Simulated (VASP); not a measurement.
Here is a VASP 6.6.1 calculation.

Contents of INCAR:

```
SYSTEM = HC2
PREC     = Accurate       ! precision mode
ENCUT    = 520            ! plane-wave cutoff, eV
EDIFF    = 1E-6           ! SCF threshold, eV
ISMEAR   = -1             ! smearing method
SIGMA    = 0.05           ! smearing width, eV
LREAL    = Auto         
LASPH    = .True.         ! aspherical terms in the spheres
NELM     = 80             ! most SCF steps
ALGO     = Normal         ! electronic algorithm
ISIF     = 2              ! what is computed and relaxed
LWAVE    = .False.        ! write WAVECAR
LCHARG   = .False.        ! write CHGCAR
GGA      = PS             ! functional
NBANDS   = 66             ! bands
```

The input KPOINTS:

```
regular mesh
0
Gamma
  2 2 1
  0 0 0
```

Contents of POSCAR:

```
HC2
1.0
    5.0487420000      0.0000000000      0.0000000000
    0.0000000000      5.0487420000      0.0000000000
    0.0000000000      0.0000000000     15.1647000000
H C
10 20
Direct
    0.4277868000      0.0000000000      0.0659426000
    0.0722132000      0.0000000000      0.0659426000
    0.9277868000      0.0000000000      0.0659426000
    0.5722132000      0.0000000000      0.0659426000
    0.4277868000      0.5000000000      0.0659426000
    0.0722132000      0.5000000000      0.0659426000
    0.9277868000      0.5000000000      0.0659426000
    0.5722132000      0.5000000000      0.0659426000
    0.2500031524      0.4942648033      0.4064940493
    0.2499686651      0.0053841520      0.4064184529
    0.2500000000      0.0000000000      0.1077964000
    0.7500000000      0.0000000000      0.1077964000
    0.2500000000      0.5000000000      0.1077964000
    0.7500000000      0.5000000000      0.1077964000
    0.2500000000      0.2500000000      0.1666502000
    0.7500000000      0.2500000000      0.1666502000
    0.2500000000      0.7500000000      0.1666502000
    0.7500000000      0.7500000000      0.1666502000
    0.0038218265      0.2500086723      0.2200334439
    0.4961872452      0.2500263897      0.2200332293
   -0.0001173148      0.7499987738      0.2307365283
    0.5000960399      0.7500094206      0.2307334586
    0.0023180472      0.0168305255      0.2857296281
    0.4976979623      0.0168566199      0.2857163894
    0.0022969161      0.4831613449      0.2857502652
    0.4976897683      0.4831514673      0.2857310116
    0.2499876918      0.0898940902      0.3395930336
    0.7499994003      0.1125187751      0.3295562488
    0.2499983442      0.4100851740      0.3396206751
    0.7500093413      0.3875170837      0.3295896824
```

Potentials or basis: VASP PAW PBE potentials, release 64 (H, C).

Command:

```bash
$ cat potpaw_PBE.64/H/POTCAR potpaw_PBE.64/C/POTCAR > POTCAR
$ mpirun -np 1 vasp_std > vasp.out
```

(1) Predict the largest force.

(2) Predict the band gap on the k mesh.

Results:

(1) 8.952 eV/Å.

(2) 0.94 eV, direct.

Caveat: the k points lie up to 0.62 Å⁻¹ apart; the PAW data sets were made with another functional, which shifts forces and pressure a little.
